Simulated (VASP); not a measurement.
# TiC: single point with PBE

TiC:

```
Ti C
1.0
     2.96009    0.00000    0.00000
    -1.48004    2.56351    0.00000
     0.00000    0.00000    2.88890
Ti C
1 1
Direct
  0.00000 0.00000 0.00000
  0.66667 0.33333 0.50000
```

The cell was built from a structure type or drawn by symmetry, and may not be a known phase.

| Item | Value |
| --- | --- |
| Program | VASP 6.6.1 |
| Task | single point |
| Functional | PBE |
| Potentials or basis | VASP PAW PBE potentials, release 64 (Ti_sv, C) |
| Cutoff | 520 eV |
| k mesh | 6 × 6 × 6 |
| Occupations | gaussian, width 0.1 eV |
| Spin | no spin polarisation |
| Dipole correction | no |
| Further INCAR settings | ALGO = Normal; EDIFF = 1e-07; NBANDS = 15 |

The pressure is -5.3 GPa. The band gap on the k mesh is zero (bands 8 and 9 overlap by 0.01 eV).

Stress tensor (GPa, compression positive):
```
  6.41   0.00   0.00
  0.00   6.41   0.00
  0.00   0.00 -28.58
```

Levels at points of the mesh, in eV from the Fermi level:
```
           k point  band 6  band 7  band 8  band 9  band 10  band 11
(0.00, 0.00, 0.00)   -1.02   -1.02   -0.99    1.23     3.13     3.13
(0.50, 0.00, 0.00)   -4.79   -1.20   -0.71    0.77     2.74     3.61
(0.00, 0.00, 0.50)   -5.62    0.10    0.10    1.04     1.04     3.73
(0.50, 0.00, 0.50)   -3.83   -2.84   -1.74    1.14     3.42     4.10
```

Run time: 4.9 s on 1 thread of Intel(R) Xeon(R) 6975P-C (Granite Rapids) (shared host), peak memory 0.14 GiB.

Caveat: the k points lie up to 0.41 Å⁻¹ apart.
